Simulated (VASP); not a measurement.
# Ge (I4_1/amd) in VASP: a series of runs

Runs on Ge. Level: PBE. Tasks: single point.

Everything below comes from runs of VASP 6.6.1. Logs are shortened: lines on timing, memory, paths and dates and some standing lists are left out, and cuts for length are marked.

## Step 1: The cell of the first run

The structure is tetragonal, space group I4_1/amd (No. 141). Conventional cell: a = 4.000 Å, b = 4.000 Å, c = 5.827 Å, α = 90.00°, β = 90.00°, γ = 90.00°. Ge (site symmetry -4m2) has 4 Ge at 2.47 Å within 3.3 Å.

## Step 2: Single point, PBE (strain +0.000 along x and y, +0.030 along z)

INCAR reads:

```
ALGO     = Normal         # electronic algorithm
EDIFF    = 1E-6           # SCF threshold, eV
ENCUT    = 520            # plane-wave cutoff, eV
GGA      = PE             # functional
ISIF     = 2              # what is computed and relaxed
ISMEAR   = 0              # smearing method
LASPH    = True           # aspherical terms in the spheres
LCHARG   = True           # write CHGCAR
LELF     = True           # ELF
LREAL    = False          # projectors in reciprocal space
LVHAR    = True         
LWAVE    = False          # write WAVECAR
NBANDS   = 21             # bands
NELM     = 80             # most SCF steps
PREC     = Accurate       # precision mode
SIGMA    = 0.15           # smearing width, eV
```

KPOINTS reads:

```
k-points
0
Gamma
  14 14 14
```

POSCAR reads:

```
Ge
1.0
    0.0000000000      2.8287700000      2.9136331000
    2.8287700000      0.0000000000      2.9136331000
    2.8287700000      2.8287700000      0.0000000000
Ge
2
Direct
    0.5000000000      0.5000000000      0.5000000000
    0.7500000000      0.7500000000      0.7500000000
```

Potentials or basis: VASP PAW PBE potentials, release 64 (Ge_d).

Command:

```
$ cat potpaw_PBE.64/Ge_d/POTCAR > POTCAR
$ mpirun -np 1 vasp_std > vasp.out
```

OUTCAR:

```text
EDIFF = 1E-6
   ENCUT = 520
   GGA = PE
   ISIF = 2
   ISMEAR = 0
   LASPH = True
   LREAL = False
   NELM = 80
   PREC = Accurate

 ion  position               nearest neighbor table
   1  0.500  0.500  0.500-   2 2.47   2 2.47   2 2.47   2 2.47
   2  0.750  0.750  0.750-   1 2.47   1 2.47   1 2.47   1 2.47

  LATTYP: Found a body centered tetragonal cell.
 ALAT       =     4.0004848988
 C/A-ratio  =     1.4566399692

  Lattice vectors:

 A1 = (  -2.8287700000,   0.0000000000,   2.9136331000)
 A2 = (   2.8287700000,   0.0000000000,   2.9136331000)
 A3 = (   0.0000000000,   2.8287700000,  -2.9136331000)

Analysis of symmetry for initial positions (statically):
=====================================================================
 Subroutine PRICEL returns:
 Original cell was already a primitive cell.

 Routine SETGRP: Setting up the symmetry group for a
 body centered tetragonal supercell.

 Subroutine GETGRP returns: Found 16 space group operations
 (whereof  8 operations were pure point group operations)
 out of a pool of 16 trial point group operations.

The static configuration has the point symmetry D_2d.
 The point group associated with its full space group is D_4h.

Analysis of symmetry for dynamics (positions and initial velocities):
=====================================================================
 Subroutine PRICEL returns:
 Original cell was already a primitive cell.

 Routine SETGRP: Setting up the symmetry group for a
 body centered tetragonal supercell.

 Subroutine GETGRP returns: Found 16 space group operations
 (whereof  8 operations were pure point group operations)
 out of a pool of 16 trial point group operations.

The dynamic configuration has the point symmetry D_2d.
 The point group associated with its full space group is D_4h.

 Subroutine INISYM returns: Found 16 space group operations
 (whereof  8 operations are pure point group operations),
 and found     1 'primitive' translations

----------------------------------------------------------------------------------------

                                     Primitive cell

  volume of cell :      46.6294

  direct lattice vectors                    reciprocal lattice vectors
     0.000000000  2.828770000  2.913633100    -0.176755268  0.176755268  0.171607056
     2.828770000  0.000000000  2.913633100     0.176755268 -0.176755268  0.171607056
     2.828770000  2.828770000  0.000000000     0.176755268  0.176755268 -0.171607056

  length of vectors
     4.060935552  4.060935552  4.000484899     0.303205923  0.303205923  0.303205923

  position of ions in fractional coordinates (direct lattice)
     0.500000000  0.500000000  0.500000000
     0.750000000  0.750000000  0.750000000

  ion indices of the primitive-cell ions
   primitive index   ion index
                 1           1
                 2           2

----------------------------------------------------------------------------------------

 KPOINTS: k-points

Automatic generation of k-mesh.
 Grid dimensions read from file:
 generate k-points for:   14   14   14

 Generating k-lattice:

  Cartesian coordinates                     Fractional coordinates (reciprocal lattice)
    -0.012625376  0.012625376  0.012257647     0.071428571  0.000000000  0.000000000
     0.012625376 -0.012625376  0.012257647     0.000000000  0.071428571  0.000000000
     0.012625376  0.012625376 -0.012257647     0.000000000  0.000000000  0.071428571

  Length of vectors
     0.021657566  0.021657566  0.021657566

  Shift w.r.t. Gamma in fractional coordinates (k-lattice)
     0.000000000  0.000000000  0.000000000

 Subroutine IBZKPT returns following result:
 ===========================================

 Found    244 irreducible k-points:

 Following reciprocal coordinates:
            Coordinates               Weight
  0.000000  0.000000  0.000000      1.000000
  0.071429  0.000000  0.000000      8.000000
  0.142857  0.000000  0.000000      8.000000
  0.214286  0.000000  0.000000      8.000000
  0.285714  0.000000  0.000000      8.000000
  0.357143  0.000000  0.000000      8.000000
[... 16 lines left out ...]
  0.214286  0.142857  0.000000      8.000000
  0.285714  0.142857  0.000000      8.000000
 [... further k-points ...]
   k-points           NKPTS =    244   k-points in BZ     NKDIM =    244   number of bands    NBANDS=     21
   number of dos      NEDOS =    301   number of ions     NIONS =      2
   total plane-waves  NPLWV =  27000
   dimension x,y,z NGX =    30 NGY =   30 NGZ =   30
   dimension x,y,z NGXF=    60 NGYF=   60 NGZF=   60
   ions per type =               2
   NGX,Y,Z   is equivalent  to a cutoff of  12.28, 12.28, 12.47 a.u.
   NGXF,Y,Z  is equivalent  to a cutoff of  24.56, 24.56, 24.93 a.u.
 SYSTEM =  unknown system
   PREC   = accura    normal or accurate (medium, high low for compatibility)
   ISTART =      0    job   : 0-new  1-cont  2-samecut
   ICHARG =      2    charge: 1-file 2-atom 10-const
   ISPIN  =      1    spin polarized calculation?
   LNONCOLLINEAR =      F non collinear calculations
   LSORBIT =      F    spin-orbit coupling
   LASPH  =      T    aspherical Exc in radial PAW
   ENCUT  =  520.0 eV  38.22 Ry    6.18 a.u.   7.55  7.55  7.44*2*pi/ulx,y,z
   NELM   =     80;   NELMIN=  2; NELMDL= -5     # of ELM steps
   EDIFF  = 0.1E-05   stopping-criterion for ELM
   LREAL  =      F    real-space projection
   EDIFFG = 0.1E-04   stopping-criterion for IOM
   NSW    =      0    number of steps for IOM
   IBRION =     -1    ionic relax: 0-MD 1-quasi-New 2-CG
   NFREE  =      0    steps in history (QN), initial steepest desc. (CG)
   ISIF   =      2    stress and relaxation
   ISYM   =      2    0-nonsym 1-usesym 2-fastsym
   POTIM  = 0.5000    time-step for ionic-motion
   TEBEG  =    0.0;   TEEND  =   0.0 temperature during run
   PSTRESS=    0.0 pullay stress
   NELECT =      28.0000    total number of electrons
   NUPDOWN=      -1.0000    fix difference up-down
   EMIN   =  10.00;   EMAX   =-10.00  energy-range for DOS
   EFERMI =   0.00;   METHOD = LEGACY
   ISMEAR =     0;   SIGMA  =   0.15  broadening in eV -4-tet -1-fermi 0-gaus
   EFERMI_NEDOS =   21; number of points for ismear=-14 and -15
   IALGO  =     38    algorithm
   IMIX   =      4    mixing-type and parameters
     AMIX     =   0.40;   BMIX     =  1.00
     AMIX_MAG =   1.60;   BMIX_MAG =  1.00
  volume/ion in A,a.u.               =      23.31       157.34
  Fermi-wavevector in a.u.,A,eV,Ry     =   1.381150  2.609995 25.954132  1.907575
  Thomas-Fermi vector in A             =   2.505961
   LORBIT       =      0    0 simple, 1 ext, 2 COOP (PROOUT), +10 PAW based schemes
   GGA     = PE    functional components
   LHFCALC =     F    Hartree Fock is set to
   AEXX    =    0.0000 exact exchange contribution
   IVDW    =     0    specifies the selected vdW correction
   LEPSILON=     F    determine dielectric tensor
   LRPA    =     F    only Hartree local field effects (RPA)
 non-spin polarized calculation
 Gauss-broadening in eV      SIGMA  =   0.15
  energy-cutoff  :      520.00
  volume of cell :       46.63
 maximum number of plane-waves:      1287
   NGX = 15   NGY = 15   NGZ = 15

 number of electron      28.0000009 magnetization

 Free energy of the ion-electron system (eV)
  ---------------------------------------------------
  ext. energy  EPLUGINS =         0.00000000
  ---------------------------------------------------
  free energy    TOTEN  =        -9.02554212 eV

  energy without entropy =       -9.02478719  energy(sigma->0) =       -9.02516465

 E-fermi :   4.7520     XC(G=0):  -9.7876

 val. band max:        4.6829255921   @ k =  -0.0714   0.0714   0.0000
 cond. band min:       4.7868283827   @ k =   0.0000   0.0000   0.0000
 fundamental gap:      0.1039027906
 Fermi energy:         4.7520194807

 k-point     1 :       0.0000    0.0000    0.0000
  band No.  band energies     occupation
      1     -20.0682      2.00000
      2     -20.0682      2.00000
      3     -20.0621      2.00000
      4     -20.0330      2.00000
      5     -20.0313      2.00000
      6     -19.8453      2.00000
[... 13 lines left out ...]
     20      13.8013      0.00000
     21      14.4072      0.00000

 k-point     2 :       0.0714    0.0000    0.0000
  band No.  band energies     occupation
      1     -20.0711      2.00000
      2     -20.0688      2.00000
      3     -20.0637      2.00000
      4     -20.0287      2.00000
      5     -20.0275      2.00000
      6     -19.8479      2.00000
[... 13 lines left out ...]
     20      13.3958      0.00000
     21      13.9172      0.00000

 k-point     3 :       0.1429    0.0000    0.0000
  band No.  band energies     occupation
      1     -20.0772      2.00000
      2     -20.0732      2.00000
      3     -20.0631      2.00000
      4     -20.0196      2.00000
      5     -20.0190      2.00000
      6     -19.8537      2.00000
[... 13 lines left out ...]
     20      12.9367      0.00000
     21      13.3258      0.00000

 k-point     4 :       0.2143    0.0000    0.0000
  band No.  band energies     occupation
      1     -20.0831      2.00000
      2     -20.0782      2.00000
      3     -20.0601      2.00000
      4     -20.0100      2.00000
      5     -20.0099      2.00000
      6     -19.8602      2.00000
[... 13 lines left out ...]
     20      12.9154      0.00000
     21      13.0502      0.00000

 k-point     5 :       0.2857    0.0000    0.0000
  band No.  band energies     occupation
      1     -20.0876      2.00000
      2     -20.0818      2.00000
      3     -20.0566      2.00000
      4     -20.0024      2.00000
      5     -20.0019      2.00000
      6     -19.8666      2.00000
[... 13 lines left out ...]
     20      13.2035      0.00000
     21      13.2227      0.00000
[... 382 lines left out ...]
     20      13.1731      0.00000
     21      13.5242      0.00000

 k-point    22 :       0.1429    0.1429    0.0000
  band No.  band energies     occupation
      1     -20.0756      2.00000
      2     -20.0756      2.00000
      3     -20.0733      2.00000
      4     -20.0210      2.00000
      5     -20.0025      2.00000
      6     -19.8816      2.00000
[... 13 lines left out ...]
     20      12.4903      0.00000
     21      14.7350      0.00000

 k-point    23 :       0.2143    0.1429    0.0000
  band No.  band energies     occupation
      1     -20.0826      2.00000
      2     -20.0799      2.00000
      3     -20.0702      2.00000
      4     -20.0143      2.00000
      5     -19.9907      2.00000
      6     -19.8937      2.00000
[... 13 lines left out ...]
     20      13.2379      0.00000
     21      14.5958      0.00000

 k-point    24 :       0.2857    0.1429    0.0000
  band No.  band energies     occupation
      1     -20.0897      2.00000
      2     -20.0848      2.00000
      3     -20.0635      2.00000
      4     -20.0060      2.00000
      5     -19.9804      2.00000
      6     -19.9028      2.00000
[... 13 lines left out ...]
     20      13.9032      0.00000
     21      14.5271      0.00000

 [... further k-points ...]

------------------------ aborting loop because EDIFF is reached ----------------------------------------

  FORCE on cell =-STRESS in cart. coord.  units (eV):
  Direction    XX          YY          ZZ          XY          YZ          ZX
  --------------------------------------------------------------------------------------
  -------------------------------------------------------------------------------------
  Total        0.6343590      0.6343590      0.0174073      0.0000000     -0.0000000     -0.0000000
  in kB       21.7964393     21.7964393      0.5981104      0.0000000     -0.0000000     -0.0000000
  external PRESSURE =      14.7303296 kB  Pullay stress =       0.0000000 kB

 VOLUME and BASIS-vectors are now :
 -----------------------------------------------------------------------------
  energy-cutoff  :      520.00
  volume of cell :       46.63
      direct lattice vectors                 reciprocal lattice vectors
     0.000000000  2.828770000  2.913633100    -0.176755268  0.176755268  0.171607056
     2.828770000  0.000000000  2.913633100     0.176755268 -0.176755268  0.171607056
     2.828770000  2.828770000  0.000000000     0.176755268  0.176755268 -0.171607056

 POSITION                                       TOTAL-FORCE (eV/Angst)
 -----------------------------------------------------------------------------------
      2.82877      2.82877      2.91363        -0.000000     -0.000000     -0.000000
      4.24315      4.24315      4.37045         0.000000      0.000000      0.000000
 -----------------------------------------------------------------------------------
    total drift:                                0.000000     -0.000000     -0.000000

  FREE ENERGIE OF THE ION-ELECTRON SYSTEM (eV)
  ---------------------------------------------------
  free  energy   TOTEN  =        -9.0255421206 eV

  energy  without entropy=       -9.0247871882  energy(sigma->0) =       -9.02516465
```

It took 5.6 min on 1 thread of Intel Xeon 8259CL, shared host; peak memory 0.31 GiB.

What came out:

| Property | Result |
| --- | --- |
| Free energy | -9.0255 eV |
| Pressure | 1.5 GPa |
| Band gap on the k mesh | zero (filled and empty bands touch) |

Caveat: the cell differs from its parent crystal (strain +0.000 along x and y, +0.030 along z); semilocal functionals underestimate gaps, and a narrow one can read as zero.

[end of part 1 of 2]

The gap in the log of VASP goes by the Fermi energy; the results here count the filled bands.